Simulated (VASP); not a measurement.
Wanted: the native input for a VASP 6.6.1 run.

```
Task                   : relaxation of cell and atoms
Functional             : r2SCAN
Potentials or basis    : VASP PAW PBE potentials, release 64 (Al, N)
Cutoff                 : 600 eV
k mesh                 : 6 × 6 × 4
Occupations            : gaussian, width 0.01 eV
Spin                   : no spin polarisation
Dipole correction      : no
Further INCAR settings : ALGO = Normal; EDIFF = 1e-07; IBRION = 2; EDIFFG = -0.01; NSW = 80; ISIF = 3
```

AlN:

```
Al N
1.0
     3.11300    0.00000    0.00000
    -1.55650    2.69594    0.00000
     0.00000    0.00000    4.98100
Al N
2 2
Direct
  0.33333 0.66667 0.00000
  0.66667 0.33333 0.50000
  0.33333 0.66667 0.38000
  0.66667 0.33333 0.88000
```

One way to write it, as run:

POSCAR

```
AlN
1.0
    3.1130000000      0.0000000000      0.0000000000
   -1.5565000000      2.6959400000      0.0000000000
    0.0000000000      0.0000000000      4.9810000000
Al N
2 2
Direct
    0.3333333333      0.6666666667      0.0000000000
    0.6666666667      0.3333333333      0.5000000000
    0.3333333333      0.6666666667      0.3800000000
    0.6666666667      0.3333333333      0.8800000000
```

INCAR.step1

```
SYSTEM = AlN
  PREC = Accurate
  ENCUT = 600
  ISMEAR = 0
  SIGMA = 0.01
  LREAL = .FALSE.
  LASPH = .TRUE.
  NELM = 100
  GGA = PE
  ALGO = Normal
  EDIFF = 1E-4
  LWAVE = .TRUE.
  LCHARG = .FALSE.
```

INCAR.step2

```
SYSTEM = AlN
  PREC = Accurate
  ENCUT = 600
  EDIFF = 1E-7
  ISMEAR = 0
  SIGMA = 0.01
  LREAL = .FALSE.
  LASPH = .TRUE.
  NELM = 100
  ALGO = Normal
  ISIF = 3
  LWAVE = .FALSE.
  LCHARG = .FALSE.
  METAGGA = R2SCAN
  LMIXTAU = .TRUE.
  IBRION = 2
  NSW = 80
  EDIFFG = -0.01
  ISTART = 1
```

KPOINTS

```
regular mesh
0
G
  6 6 4
  0 0 0
```

Potentials or basis: VASP PAW PBE potentials, release 64 (Al, N).

Run with:

```console
$ cat potpaw_PBE.64/Al/POTCAR potpaw_PBE.64/N/POTCAR > POTCAR
$ cp INCAR.step1 INCAR
$ mpirun -np 1 vasp_std > vasp.out
$ cp INCAR.step2 INCAR
$ mpirun -np 1 vasp_std > vasp.out
```

Results of the run:

```
Relaxed volume                         : 10.39 Å³/atom
Relaxed cell                           : a = 3.105 Å, b = 3.105 Å, c = 4.977 Å, α = 90.00°, β = 90.00°, γ = 120.00°
Space group after relaxing (to 0.05 Å) : P6_3mc (No. 186)
Energy gained by relaxing              : 0.6 meV/atom
Ionic steps                            : 5
Pressure after relaxing                : 0.0 GPa
Largest force after relaxing           : 0.007 eV/Å
Band gap on the k mesh                 : 4.94 eV, direct
```

Caveat: the PAW data sets were made with another functional, which shifts forces and pressure a little.

Wall time 2.9 min on 1 thread of Intel(R) Xeon(R) Platinum 8559C (Emerald Rapids) (shared host), peak memory 0.17 GiB.
